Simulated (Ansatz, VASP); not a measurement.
**One calculation of BaTiO3, two programs**

```
Ba Ti O
1.0
     3.97295    0.00000    0.00000
     0.00000    3.97295    0.00000
     0.00000    0.00000    3.99103
Ba Ti O
1 1 3
Direct
  0.00000 0.00000 0.99879
  0.50000 0.50000 0.48598
  0.50000 0.50000 0.01891
  0.50000 0.00000 0.51216
  0.00000 0.50000 0.51216
```

Change from the starting cell: volume scaled by 0.98, ions relaxed.

Alike in both runs: functional PBE; k mesh 8 × 8 × 8; occupations fermi-dirac, width 0.02 eV; no spin polarisation.

Ansatz relaxed the structure, and its values are those at the end. VASP's run is a single point on that final structure, the one shown.

|  | VASP | Ansatz |
| --- | --- | --- |
| version | VASP 6.6.1 | Ansatz 0.2.0 |
| potentials or method | VASP PAW PBE potentials, release 64 (Ba_sv, Ti_sv, O) | plane-wave PAW, scalar-relativistic |
| plane-wave cutoff (eV) | 520 | 420 |
| valence electrons in the cell | 40 | 40 |

```csv
,VASP,Ansatz,Ansatz less VASP
gap on the k mesh at the Fermi level (eV),1.82,1.88,+0.069
pressure (GPa),8.3,6.3,-1.93
rms of the force components (eV/Å),0.018,0.000,-0.0177
```

The functional is the same, so the differences come from potentials, cutoffs and numerics. Ansatz's warnings: stress scf threshold loose.

Spin-orbit coupling is off throughout.
